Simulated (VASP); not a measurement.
# SrTi2Ir2 (I4/mmm) in VASP: notebook

The runs below take SrTi2Ir2 through single point, with r2SCAN.

All numbers are computed with VASP 6.6.1; they aren't measurements. Logs are shortened: lines on timing, memory, paths and dates and some standing lists are left out, and cuts for length are marked.

## Step 1: The cell of the first run

Symmetry: I4/mmm, No. 139, tetragonal system. Conventional cell: a = 4.119 Å, b = 4.119 Å, c = 11.941 Å, α = 90.00°, β = 90.00°, γ = 90.00°. Ir (site symmetry -4m2) has 4 Ti at 2.54 Å and 4 Ir at 2.91 Å within 3.4 Å. Ti (site symmetry 4mm) has 4 Ir at 2.54 Å and 1 Ti at 2.99 Å and 4 Sr at 3.27 Å within 3.4 Å. Sr (site symmetry 4/mmm) has 8 Ti at 3.27 Å and 8 Ir at 3.63 Å and 4 Sr at 4.12 Å within 4.3 Å.

## Step 2: Single point, r2SCAN

POSCAR reads:

```
SrTi2Ir2
1.0
    0.0000000000      4.1191450000      0.0000000000
    4.1191450000      0.0000000000      0.0000000000
    2.0595730000      2.0595730000     -5.9704060000
Ir Ti Sr
2 2 1
Direct
    0.7500000000      0.2500000000      0.5000000000
    0.2500000000      0.7500000000      0.5000000000
    0.3750000000      0.3750000000      0.2500000000
    0.6250000000      0.6250000000      0.7500000000
    0.0000000000      0.0000000000      0.0000000000
```

INCAR.step1 reads:

```
PREC = Accurate
ENCUT = 520
ISMEAR = 1
SIGMA = 0.062
LREAL = False
LASPH = True
NELM = 60
NBANDS = 34
GGA = PE
ALGO = Normal
EDIFF = 1E-4
LWAVE = True
LCHARG = False
```

INCAR.step2 reads:

```
PREC = Accurate
ENCUT = 520
EDIFF = 1E-6
ISMEAR = 1
SIGMA = 0.062
LREAL = False
LASPH = True
NELM = 60
ALGO = Normal
ISIF = 2
LWAVE = False
LCHARG = False
METAGGA = R2SCAN
LMIXTAU = True
NBANDS = 34
ISTART = 1
```

KPOINTS reads:

```
Automatic mesh
0
Gamma
  5 5 5
```

Potentials or basis: VASP PAW PBE potentials, release 64 (Ir, Ti_sv, Sr_sv).

Started as:

```console
$ cat potpaw_PBE.64/Ir/POTCAR potpaw_PBE.64/Ti_sv/POTCAR potpaw_PBE.64/Sr_sv/POTCAR > POTCAR
$ cp INCAR.step1 INCAR
$ mpirun -np 1 vasp_std > vasp.out
$ cp INCAR.step2 INCAR
$ mpirun -np 1 vasp_std > vasp.out
```

OUTCAR:

```text
PREC = Accurate
   ENCUT = 520
   EDIFF = 1E-6
   ISMEAR = 1
   LREAL = False
   LASPH = True
   NELM = 60
   ISIF = 2
   METAGGA = R2SCAN
   ISTART = 1

 ion  position               nearest neighbor table
   1  0.750  0.250  0.500-   3 2.54   4 2.54   4 2.54   3 2.54   2 2.91   2 2.91   2 2.91   2 2.91
                             5 3.63   5 3.63   5 3.63   5 3.63
   2  0.250  0.750  0.500-   3 2.54   4 2.54   4 2.54   3 2.54   1 2.91   1 2.91   1 2.91   1 2.91
                             5 3.63   5 3.63   5 3.63   5 3.63
   3  0.375  0.375  0.250-   2 2.54   1 2.54   1 2.54   2 2.54   5 3.27   5 3.27   5 3.27   5 3.27

   4  0.625  0.625  0.750-   2 2.54   1 2.54   1 2.54   2 2.54   5 3.27   5 3.27   5 3.27   5 3.27

   5  0.000  0.000  0.000-   4 3.27   3 3.27   4 3.27   3 3.27   3 3.27   4 3.27   4 3.27   3 3.27
                             1 3.63   2 3.63   2 3.63   1 3.63   2 3.63   1 3.63   2 3.63   1 3.63

  LATTYP: Found a body centered tetragonal cell.
 ALAT       =     4.1191450000
 C/A-ratio  =     2.8988569230

  Lattice vectors:

 A1 = (  -2.0595730000,   2.0595720000,   5.9704060000)
 A2 = (   2.0595720000,  -2.0595730000,   5.9704060000)
 A3 = (   2.0595730000,   2.0595730000,  -5.9704060000)

Analysis of symmetry for initial positions (statically):
=====================================================================
 Subroutine PRICEL returns:
 Original cell was already a primitive cell.

 Routine SETGRP: Setting up the symmetry group for a
 body centered tetragonal supercell.

 Subroutine GETGRP returns: Found 16 space group operations
 (whereof 16 operations were pure point group operations)
 out of a pool of 16 trial point group operations.

The static configuration has the point symmetry D_4h.

Analysis of symmetry for dynamics (positions and initial velocities):
=====================================================================
 Subroutine PRICEL returns:
 Original cell was already a primitive cell.

 Routine SETGRP: Setting up the symmetry group for a
 body centered tetragonal supercell.

 Subroutine GETGRP returns: Found 16 space group operations
 (whereof 16 operations were pure point group operations)
 out of a pool of 16 trial point group operations.

The dynamic configuration has the point symmetry D_4h.

 Subroutine INISYM returns: Found 16 space group operations
 (whereof 16 operations are pure point group operations),
 and found     1 'primitive' translations

[... 95 lines left out ...]
   EDIFFG = 0.1E-04   stopping-criterion for IOM
   NSW    =      0    number of steps for IOM
   IBRION =     -1    ionic relax: 0-MD 1-quasi-New 2-CG
   NFREE  =      0    steps in history (QN), initial steepest desc. (CG)
   ISIF   =      2    stress and relaxation
   ISYM   =      2    0-nonsym 1-usesym 2-fastsym
   POTIM  = 0.5000    time-step for ionic-motion
   TEBEG  =    0.0;   TEEND  =   0.0 temperature during run
   PSTRESS=    0.0 pullay stress
   NELECT =      52.0000    total number of electrons
   NUPDOWN=      -1.0000    fix difference up-down
   EMIN   =  10.00;   EMAX   =-10.00  energy-range for DOS
   EFERMI =   0.00;   METHOD = LEGACY
   ISMEAR =     1;   SIGMA  =   0.06  broadening in eV -4-tet -1-fermi 0-gaus
   EFERMI_NEDOS =   21; number of points for ismear=-14 and -15
   IALGO  =     38    algorithm
   IMIX   =      4    mixing-type and parameters
     AMIX     =   0.40;   BMIX     =  1.00
     AMIX_MAG =   1.60;   BMIX_MAG =  1.00
  volume/ion in A,a.u.               =      20.26       136.72
  Fermi-wavevector in a.u.,A,eV,Ry     =   1.310801  2.477054 23.377503  1.718198
  Thomas-Fermi vector in A             =   2.441306
   LORBIT       =      0    0 simple, 1 ext, 2 COOP (PROOUT), +10 PAW based schemes
   METAGGA = R2SCAN    functional components
   LHFCALC =     F    Hartree Fock is set to
   AEXX    =    0.0000 exact exchange contribution
   IVDW    =     0    specifies the selected vdW correction
   LEPSILON=     F    determine dielectric tensor
   LRPA    =     F    only Hartree local field effects (RPA)
 non-spin polarized calculation
 Methfessel and Paxton  Order N= 1 SIGMA  =   0.06
  energy-cutoff  :      520.00
  volume of cell :      101.30
 maximum number of plane-waves:      2751
   NGX = 15   NGY = 15   NGZ = 25

 number of electron      52.0000007 magnetization

 Free energy of the ion-electron system (eV)
  ---------------------------------------------------
  ext. energy  EPLUGINS =         0.00000000
  ---------------------------------------------------
  free energy    TOTEN  =      -147.10974170 eV

  energy without entropy =     -147.10680352  energy(sigma->0) =     -147.10876231

 E-fermi :   6.4213     XC(G=0): -11.9289

 val. band max:        6.4050195688   @ k =  -0.4000   0.2000  -0.0000
 cond. band min:       6.4232398699   @ k =  -0.2000  -0.2000   0.2000
 fundamental gap:      0.0182203011
 Fermi energy:         6.4213318665

 k-point     1 :       0.0000    0.0000    0.0000
  band No.  band energies     occupation
      1     -53.0448      2.00000
      2     -53.0261      2.00000
      3     -30.0222      2.00000
      4     -28.3222      2.00000
      5     -28.3222      2.00000
      6     -28.3007      2.00000
[... 655 lines left out ...]
     33       8.6996      0.00000
     34       8.7721      0.00000

------------------------ aborting loop because EDIFF is reached ----------------------------------------

  FORCE on cell =-STRESS in cart. coord.  units (eV):
  Direction    XX          YY          ZZ          XY          YZ          ZX
  --------------------------------------------------------------------------------------
  -------------------------------------------------------------------------------------
  Total        1.2938084      1.2938084     -1.0628714     -0.0000000      0.0000001      0.0000001
  in kB       20.4626808     20.4626808    -16.8102160     -0.0000000      0.0000014      0.0000014
  external PRESSURE =       8.0383819 kB  Pullay stress =       0.0000000 kB

 VOLUME and BASIS-vectors are now :
 -----------------------------------------------------------------------------
  energy-cutoff  :      520.00
  volume of cell :      101.30
      direct lattice vectors                 reciprocal lattice vectors
     0.000000000  4.119145000  0.000000000     0.000000000  0.242768827  0.083746419
     4.119145000  0.000000000  0.000000000     0.242768827  0.000000000  0.083746419
     2.059573000  2.059573000 -5.970406000     0.000000000  0.000000000 -0.167492797

 POSITION                                       TOTAL-FORCE (eV/Angst)
 -----------------------------------------------------------------------------------
      2.05957      4.11915     -2.98520         0.000000      0.000000      0.000000
      4.11915      2.05957     -2.98520        -0.000000      0.000000      0.000000
      2.05957      2.05957     -1.49260         0.000000      0.000000     -2.381601
      4.11915      4.11915     -4.47780        -0.000000     -0.000000      2.381601
      0.00000      0.00000      0.00000         0.000000     -0.000000      0.000000
 -----------------------------------------------------------------------------------
    total drift:                               -0.000000     -0.000000     -0.000000

  FREE ENERGIE OF THE ION-ELECTRON SYSTEM (eV)
  ---------------------------------------------------
  free  energy   TOTEN  =      -147.1097417025 eV

  energy  without entropy=     -147.1068035200  energy(sigma->0) =     -147.10876231
```

Run time: 3.3 min. Hardware: 1 thread of AMD EPYC 9R45 (Zen 5), shared host; peak memory 0.23 GiB.

What came out:

* Free energy: -147.1097 eV
* Pressure: 0.8 GPa
* Largest force: 2.382 eV/Å
* Band gap on the k mesh: zero (bands 26 and 27 overlap by 1.14 eV)

Forces in eV/Å, atoms in the order of the input:
```
Ir   0.000  0.000  0.000
Ir   0.000  0.000  0.000
Ti   0.000  0.000 -2.382
Ti   0.000  0.000  2.382
Sr   0.000  0.000  0.000
```

Caveat: the PAW data sets were made with another functional, which shifts forces and pressure a little; spin-orbit coupling is left out, which moves the levels of the heavy elements.

## Step 3: Single point, r2SCAN

POSCAR is that of step 2.

INCAR.step1 reads:

```
SYSTEM = SrTi2Ir2
PREC = Accurate
ENCUT = 520
ISMEAR = 1
SIGMA = 0.062
LREAL = .False.
LASPH = .True.
NELM = 100
NBANDS = 34
GGA = PE
ALGO = Normal
EDIFF = 1E-4
LWAVE = .True.
LCHARG = .False.
```

INCAR.step2 reads:

```
SYSTEM = SrTi2Ir2
PREC = Accurate
ENCUT = 520
EDIFF = 1E-6
ISMEAR = 1
SIGMA = 0.062
LREAL = .False.
LASPH = .True.
NELM = 100
ALGO = Normal
ISIF = 2
LWAVE = .False.
LCHARG = .False.
METAGGA = R2SCAN
LMIXTAU = .True.
NBANDS = 34
ISTART = 1
```

KPOINTS reads:

```
Automatic mesh
0
Gamma
  5 5 5
  0 0 0
```

Potentials or basis: VASP PAW PBE potentials, release 64 (Ir, Ti_sv, Sr_sv).

Started as:

```console
$ cat potpaw_PBE.64/Ir/POTCAR potpaw_PBE.64/Ti_sv/POTCAR potpaw_PBE.64/Sr_sv/POTCAR > POTCAR
$ cp INCAR.step1 INCAR
$ mpirun -np 1 vasp_std > vasp.out
$ cp INCAR.step2 INCAR
$ mpirun -np 1 vasp_std > vasp.out
```

OUTCAR:

```text
SYSTEM = SrTi2Ir2
   PREC = Accurate
   ENCUT = 520
   EDIFF = 1E-6
   ISMEAR = 1
   LREAL = .False.
   LASPH = .True.
   NELM = 100
   ISIF = 2
   METAGGA = R2SCAN
   ISTART = 1

 ion  position               nearest neighbor table
   1  0.750  0.250  0.500-   3 2.54   4 2.54   4 2.54   3 2.54   2 2.91   2 2.91   2 2.91   2 2.91
                             5 3.63   5 3.63   5 3.63   5 3.63
   2  0.250  0.750  0.500-   3 2.54   4 2.54   4 2.54   3 2.54   1 2.91   1 2.91   1 2.91   1 2.91
                             5 3.63   5 3.63   5 3.63   5 3.63
   3  0.375  0.375  0.250-   2 2.54   1 2.54   1 2.54   2 2.54   5 3.27   5 3.27   5 3.27   5 3.27

   4  0.625  0.625  0.750-   2 2.54   1 2.54   1 2.54   2 2.54   5 3.27   5 3.27   5 3.27   5 3.27

   5  0.000  0.000  0.000-   4 3.27   3 3.27   4 3.27   3 3.27   3 3.27   4 3.27   4 3.27   3 3.27
                             1 3.63   2 3.63   2 3.63   1 3.63   2 3.63   1 3.63   2 3.63   1 3.63

  LATTYP: Found a body centered tetragonal cell.
 ALAT       =     4.1191450000
 C/A-ratio  =     2.8988569230

  Lattice vectors:

 A1 = (  -2.0595730000,   2.0595720000,   5.9704060000)
 A2 = (   2.0595720000,  -2.0595730000,   5.9704060000)
 A3 = (   2.0595730000,   2.0595730000,  -5.9704060000)

Analysis of symmetry for initial positions (statically):
[... 178 lines left out ...]

 k-point     1 :       0.0000    0.0000    0.0000
  band No.  band energies     occupation
      1     -53.0448      2.00000
      2     -53.0261      2.00000
      3     -30.0222      2.00000
      4     -28.3222      2.00000
      5     -28.3222      2.00000
      6     -28.3007      2.00000
[... 655 lines left out ...]
     33       8.6996      0.00000
     34       8.7721      0.00000

------------------------ aborting loop because EDIFF is reached ----------------------------------------

  FORCE on cell =-STRESS in cart. coord.  units (eV):
  Direction    XX          YY          ZZ          XY          YZ          ZX
  --------------------------------------------------------------------------------------
  -------------------------------------------------------------------------------------
  Total        1.2938084      1.2938084     -1.0628714     -0.0000000      0.0000001      0.0000001
  in kB       20.4626808     20.4626808    -16.8102160     -0.0000000      0.0000014      0.0000014
  external PRESSURE =       8.0383819 kB  Pullay stress =       0.0000000 kB

 VOLUME and BASIS-vectors are now :
 -----------------------------------------------------------------------------
  energy-cutoff  :      520.00
  volume of cell :      101.30
      direct lattice vectors                 reciprocal lattice vectors
     0.000000000  4.119145000  0.000000000     0.000000000  0.242768827  0.083746419
     4.119145000  0.000000000  0.000000000     0.242768827  0.000000000  0.083746419
     2.059573000  2.059573000 -5.970406000     0.000000000  0.000000000 -0.167492797

 POSITION                                       TOTAL-FORCE (eV/Angst)
 -----------------------------------------------------------------------------------
      2.05957      4.11915     -2.98520         0.000000      0.000000      0.000000
      4.11915      2.05957     -2.98520        -0.000000      0.000000      0.000000
      2.05957      2.05957     -1.49260         0.000000      0.000000     -2.381601
      4.11915      4.11915     -4.47780        -0.000000     -0.000000      2.381601
      0.00000      0.00000      0.00000         0.000000     -0.000000      0.000000
 -----------------------------------------------------------------------------------
    total drift:                               -0.000000     -0.000000     -0.000000

  FREE ENERGIE OF THE ION-ELECTRON SYSTEM (eV)
  ---------------------------------------------------
  free  energy   TOTEN  =      -147.1097417025 eV

  energy  without entropy=     -147.1068035200  energy(sigma->0) =     -147.10876231
```

Wall time 3.1 min (1 thread of AMD EPYC 9R45 (Zen 5), shared host); peak memory 0.23 GiB.

What came out:

* Free energy: -147.1097 eV
* Pressure: 0.8 GPa
* Largest force: 2.382 eV/Å
* Band gap on the k mesh: zero (bands 26 and 27 overlap by 1.14 eV)

Forces in eV/Å, atoms in the order of the input:
```
Ir   0.000  0.000  0.000
Ir   0.000  0.000  0.000
Ti   0.000  0.000 -2.382
Ti   0.000  0.000  2.382
Sr   0.000  0.000  0.000
```

Caveat: the PAW data sets were made with another functional, which shifts forces and pressure a little; spin-orbit coupling is left out, which moves the levels of the heavy elements.

## Step 4: Single point, r2SCAN

POSCAR is that of step 3.

INCAR.step1 reads:

```
SYSTEM = SrTi2Ir2
ALGO = Normal ; EDIFF = 1E-4
ENCUT = 520 ; GGA = PE
ISMEAR = -5 ; LASPH = .True.
LCHARG = .False. ; LREAL = .False.
LWAVE = .True. ; NBANDS = 34
NELM = 80 ; PREC = Accurate
SIGMA = 0.1
```

INCAR.step2 reads:

```
SYSTEM = SrTi2Ir2
ALGO = Normal ; EDIFF = 1E-6
ENCUT = 520 ; ISIF = 2
ISMEAR = -5 ; ISTART = 1
LASPH = .True. ; LCHARG = .False.
LMIXTAU = .True. ; LREAL = .False.
LWAVE = .False. ; METAGGA = R2SCAN
NBANDS = 34 ; NELM = 80
PREC = Accurate ; SIGMA = 0.1
```

KPOINTS reads:

```
k-points
0
Gamma
  5 5 5
  0 0 0
```

Started as:

```console
$ cat potpaw_PBE.64/Ir/POTCAR potpaw_PBE.64/Ti_sv/POTCAR potpaw_PBE.64/Sr_sv/POTCAR > POTCAR
$ cp INCAR.step1 INCAR
$ mpirun -np 1 vasp_std > vasp.out
$ cp INCAR.step2 INCAR
$ mpirun -np 1 vasp_std > vasp.out
```

Run time: 3.2 min. Hardware: 1 thread of AMD EPYC 9R45 (Zen 5), shared host; peak memory 0.23 GiB.

Results (log left out):

* Free energy: -147.1102 eV
* Pressure: 1.0 GPa
* Largest force: 2.306 eV/Å
* Band gap on the k mesh: zero (bands 26 and 27 overlap by 1.13 eV)

Forces in eV/Å, atoms in the order of the input:
```
Ir   0.000  0.000  0.000
Ir   0.000  0.000  0.000
Ti   0.000  0.000 -2.306
Ti   0.000  0.000  2.306
Sr   0.000  0.000  0.000
```

Stress tensor (GPa, compression positive):
```
 2.43  0.00  0.00
 0.00  2.43  0.00
 0.00  0.00 -1.89
```

Levels at points of the mesh, in eV from the Fermi level:
```csv
k point,band 22,band 23,band 24,band 25,band 26,band 27,band 28,band 29,band 30,band 31
"(0.00, 0.00, 0.00)",-1.82,-1.59,-1.50,-0.13,0.82,0.82,1.04,1.04,1.11,1.12
```

Caveat: the PAW data sets were made with another functional, which shifts forces and pressure a little; spin-orbit coupling is left out, which moves the levels of the heavy elements; tetrahedron occupations give inexact forces and stress in metals.

## Step 5: Single point, r2SCAN, collinear spin

POSCAR is that of step 4.

INCAR.step1 reads:

```
SYSTEM = SrTi2Ir2
ALGO = Normal ; EDIFF = 1E-4
ENCUT = 520 ; GGA = PE
ISMEAR = 1 ; ISPIN = 2
LASPH = .TRUE. ; LCHARG = .FALSE.
LMAXMIX = 4 ; LREAL = .FALSE.
LWAVE = .TRUE. ; MAGMOM = 0.2 0.2 0.2 0.2 0.2
NBANDS = 38 ; NELM = 150
PREC = Accurate ; SIGMA = 0.062
```

INCAR.step2 reads:

```
SYSTEM = SrTi2Ir2
ALGO = Normal ; EDIFF = 1E-6
ENCUT = 520 ; ISIF = 2
ISMEAR = 1 ; ISPIN = 2
ISTART = 1 ; LASPH = .TRUE.
LCHARG = .TRUE. ; LELF = .TRUE.
LMAXMIX = 4 ; LMIXTAU = .TRUE.
LORBIT = 11 ; LREAL = .FALSE.
LVHAR = .TRUE. ; LWAVE = .FALSE.
MAGMOM = 0.2 0.2 0.2 0.2 0.2 ; METAGGA = R2SCAN
NBANDS = 38 ; NELM = 150
PREC = Accurate ; SIGMA = 0.062
```

KPOINTS reads:

```
k-points
0
G
  5 5 5
  0 0 0
```

Started as:

```console
$ cat potpaw_PBE.64/Ir/POTCAR potpaw_PBE.64/Ti_sv/POTCAR potpaw_PBE.64/Sr_sv/POTCAR > POTCAR
$ cp INCAR.step1 INCAR
$ mpirun -np 1 vasp_std > vasp.out
$ cp INCAR.step2 INCAR
$ mpirun -np 1 vasp_std > vasp.out
```

Run time: 8.4 min. Hardware: 1 thread of AMD EPYC 9R45 (Zen 5), shared host; peak memory 0.31 GiB.

The run converged. Its results:

```
Free energy                                           : -147.1147 eV
Pressure                                              : 0.8 GPa
Largest force                                         : 2.378 eV/Å
Net moment                                            : 0.35 μB per cell
Site moments                                          : Ir -0.00; Ti +0.13; Sr +0.00 μB
Valence electrons inside the program's atomic spheres : Ir 8.33; Ti 10.30; Sr 8.16
```

Forces on the atoms (eV/Å):
```
Ir   0.000  0.000  0.000
Ir   0.000  0.000  0.000
Ti   0.000  0.000 -2.378
Ti   0.000  0.000  2.378
Sr   0.000  0.000  0.000
```

Stress tensor (GPa, compression positive):
```
 2.18  0.00  0.00
 0.00  2.18  0.00
 0.00  0.00 -1.86
```

Levels at points of the mesh, in eV from the Fermi level:
Spin up:
| k point | band 24 | band 25 | band 26 | band 27 | band 28 | band 29 |
| --- | --- | --- | --- | --- | --- | --- |
| (0.00, 0.00, 0.00) | -1.61 | -0.16 | 0.80 | 0.80 | 1.02 | 1.02 |
Spin down:
```
           k point  band 24  band 25  band 26  band 27  band 28  band 29
(0.00, 0.00, 0.00)    -1.42    -0.15     0.84     0.84     1.04     1.04
```

Caveat: a moment this small can come from the mesh or the smearing; the PAW data sets were made with another functional, which shifts forces and pressure a little; spin-orbit coupling is left out, which moves the levels of the heavy elements.

## Step 6: The runs side by side

```csv
spin,smearing,gap on the mesh (eV),pressure (GPa),largest force (eV/Å)
off,methfessel-paxton 0.062 eV,none,0.8,2.38
off,tetrahedron,none,1.0,2.31
collinear,methfessel-paxton 0.062 eV,none,0.8,2.38
```

Alike in all rows: task single point; level r2SCAN; potentials or basis VASP PAW PBE potentials, release 64 (Ir, Ti_sv, Sr_sv); cell as given; k mesh 5 × 5 × 5; cutoff (eV) 520.

Caveats: the PAW data sets were made with another functional, which shifts forces and pressure a little; spin-orbit coupling is left out, which moves the levels of the heavy elements; tetrahedron occupations give inexact forces and stress in metals (at least some runs); a moment this small can come from the mesh or the smearing (at least some runs).

Absolute energies hang on the potentials; compare differences alone.

The gap in the log of VASP goes by the Fermi energy; the results here count the filled bands.